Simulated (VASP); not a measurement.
Crystal: AsPdCl5.

```xyz
7
Lattice="4.7416 0.0000 0.0000 0.0000 4.7416 0.0000 0.0000 0.0000 8.2616" Properties=species:S:1:pos:R:3 pbc="T T T"
As    0.0000    0.0000    4.1308
Pd    2.3708    2.3708    0.0000
Cl    0.0000    0.0000    0.0000
Cl    2.3708    0.0000    5.8227
Cl    0.0000    2.3708    5.8227
Cl    2.3708    0.0000    2.4390
Cl    0.0000    2.3708    2.4390
```

```yaml
Program: VASP 6.6.1
Task: relaxation of cell and atoms
Functional: PBEsol
Potentials_or_basis: VASP PAW PBE potentials, release 64 (As, Pd, Cl)
Cutoff: 600 eV
k_mesh: 4 × 4 × 4
Occupations: fermi-dirac, width 0.03 eV
Spin: no spin polarisation
```

At the start: pressure -8.8 GPa; volume 26.53 Å³/atom.

How do energy, volume and symmetry change on relaxing?

Over 19 steps the energy falls by 248.9 meV/atom and the volume is 20.47 Å³/atom (-22.8 %); space group P4/mmm (No. 123, to 0.1 Å) before and after.

Step by step:
```
step  energy change (eV)  largest force (eV/Å)  pressure (GPa)  volume (Å³)
   1              0.0000                0.6032           -8.83       185.74
   2             -1.6167                0.1115           -3.38       149.15
   3             -1.7181                0.0925           -0.33       140.87
   4             -1.7187                0.1152            0.03       140.05
   5             -1.7232                0.0613            0.06       139.81
   6             -1.7263                0.0256            0.12       139.42
   7             -1.7263                0.0323            0.13       139.39
   8             -1.7272                0.0439           -0.04       139.82
   9             -1.7277                0.0609           -0.28       140.47
  10             -1.7280                0.0598           -0.28       140.50
  11             -1.7291                0.0574           -0.27       140.58
  12             -1.7312                0.0526           -0.24       140.74
  13             -1.7347                0.0454           -0.17       141.04
  14             -1.7396                0.0371            0.03       141.58
  15             -1.7356                0.0195            0.71       142.39
  16             -1.7408                0.0234            0.22       141.86
  17             -1.7417                0.0333           -0.16       143.39
  18             -1.7417                0.0313           -0.08       143.10
  19             -1.7421                0.0042           -0.01       143.32
```

Final structure:
```cif
data_structure
_symmetry_space_group_name_H-M 'P 1'
_symmetry_Int_Tables_number 1
_cell_length_a 4.1804
_cell_length_b 4.1804
_cell_length_c 8.2012
_cell_angle_alpha 90.000
_cell_angle_beta 90.000
_cell_angle_gamma 90.000
_cell_volume 143.32
loop_
_atom_site_label
_atom_site_type_symbol
_atom_site_fract_x
_atom_site_fract_y
_atom_site_fract_z
_atom_site_occupancy
As1 As 0.00000 0.00000 0.50000 1
Pd1 Pd 0.50000 0.50000 0.00000 1
Cl1 Cl 0.00000 0.00000 0.00000 1
Cl2 Cl 0.50000 0.00000 0.69147 1
Cl3 Cl 0.00000 0.50000 0.69147 1
Cl4 Cl 0.50000 0.00000 0.30853 1
Cl5 Cl 0.00000 0.50000 0.30853 1
```

Caveat: the volume moved by over 15 % at a fixed basis, so the end points are rough; the PAW data sets were made with another functional, which shifts forces and pressure a little.
